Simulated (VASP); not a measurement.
SnPt3, 4 atoms in the cell. The structure is trigonal, space group R-3m (No. 166). Conventional cell: a = 5.685 Å, b = 5.685 Å, c = 6.859 Å, α = 90.00°, β = 90.00°, γ = 120.00°. Within 3.7 Å of Sn (site symmetry -3m) lie 12 Pt at 2.81 to 2.84 Å. Within 3.7 Å of Pt (site symmetry 2/m) lie 4 Sn at 2.81 to 2.84 Å and 8 Pt at 2.81 to 2.84 Å.  This cell differs from its parent crystal: equal xy, yz and zx shear strains of -1 %.

* Program: VASP 6.6.1
* Task: electric field gradients
* Functional: LDA
* Potentials or basis: VASP PAW LDA potentials, release 64 (Sn_d, Pt)
* Cutoff: 520 eV
* k mesh: 8 × 8 × 8
* Occupations: fermi-dirac, width 0.05 eV
* Spin: no spin polarisation
* Dipole correction: no
* Further INCAR settings: ALGO = Normal; EDIFF = 1e-08; NBANDS = 30

Potentials or basis: VASP PAW LDA potentials, release 64 (Sn_d, Pt).

Launch:

```console
$ cat potpaw_LDA.64/Sn_d/POTCAR potpaw_LDA.64/Pt/POTCAR > POTCAR
$ mpirun -np 1 vasp_std > vasp.out
```

Hardware: 1 thread of Intel(R) Xeon(R) Platinum 8259CL CPU @ 2.50GHz (Skylake/Cascade Lake) (shared host).

Task: Estimate the wall time of this run.

Result: It took 88 s on 1 thread of Intel(R) Xeon(R) Platinum 8259CL CPU @ 2.50GHz (Skylake/Cascade Lake) (shared host), peak memory 0.23 GiB. Counts: scf iterations 13, k points 65.
